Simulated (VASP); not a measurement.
Crystal: Zn2CdSe3.

```
Zn Cd Se
1.0
     4.14846    0.00000    0.00000
    -2.07423    3.59267    0.00000
     0.00000    0.00000   20.57005
Zn Cd Se
4 2 6
Direct
  0.33333 0.66667 0.99768
  0.33333 0.66667 0.33870
  0.66667 0.33333 0.49768
  0.66667 0.33333 0.83870
  0.33333 0.66667 0.67054
  0.66667 0.33333 0.17054
  0.33333 0.66667 0.11815
  0.33333 0.66667 0.45966
  0.33333 0.66667 0.80026
  0.66667 0.33333 0.30026
  0.66667 0.33333 0.61816
  0.66667 0.33333 0.95966
```

Base run:

```yaml
Program: VASP 6.6.1
Functional: r2SCAN
Potentials_or_basis: VASP PAW PBE potentials, release 64 (Zn, Cd, Se)
Cutoff: 550 eV
k_mesh: 6 × 6 × 2
Occupations: gaussian, width 0.02 eV
Spin: no spin polarisation
```

Its results: band gap on the k mesh 1.25 eV; pressure -1.7 GPa; largest force 0.042 eV/Å.

**Question.** The run is repeated on the same cell with these changes: functional from r2SCAN to PBE; cutoff from 550 eV to 520 eV. What comes out?

**Answer.** Band gap on the k mesh 0.73 eV; pressure 0.2 GPa; largest force 0.019 eV/Å.

Caveats: the PAW data sets were made with another functional, which shifts forces and pressure a little (at least some runs); semilocal functionals underestimate gaps, and a narrow one can read as zero (at least some runs).

